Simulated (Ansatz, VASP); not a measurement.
# VS3 in VASP and in Ansatz

```
V S
1.0
     4.91419    0.00000    0.00000
     0.00000    4.91419    0.00000
     0.00000    0.00000    4.91419
V S
2 6
Direct
  0.00000 0.00000 0.00000
  0.50000 0.50000 0.50000
  0.00000 0.50000 0.25000
  0.00000 0.50000 0.75000
  0.25000 0.00000 0.50000
  0.75000 0.00000 0.50000
  0.50000 0.75000 0.00000
  0.50000 0.25000 0.00000
```

Alike in both runs: functional PBE; k mesh 4 × 4 × 4; occupations gaussian, width 0.1 eV; collinear spin.

Ansatz relaxed the structure, and its values are those at the end. VASP's run is a single point on that final structure, the one shown.

|  | VASP | Ansatz |
| --- | --- | --- |
| version | VASP 6.6.1 | Ansatz 0.2.0 |
| potentials or method | VASP PAW PBE potentials, release 64 (V_sv, S), cutoff 500 eV | scalar-relativistic, plane waves, PAW |
| valence electrons in the cell | 62 | 62 |

|  | VASP | Ansatz | Ansatz less VASP |
| --- | --- | --- | --- |
| gap on the k mesh at the Fermi level (eV) | none | none | - |
| pressure (GPa) | -3.4 | -0.2 | +3.14 |
| net moment per atom (μB) | 0.00 | 0.31 | +0.312 |
| size of the moment on the site where the two differ most (μB) | 0.00 | 1.68 | +1.675 |

The net moments are unlike, so the other rows may belong to different states. Site moments also hang on the region over which each program counts them. A gap of «none» marks a metal or a gap that the smearing closes.
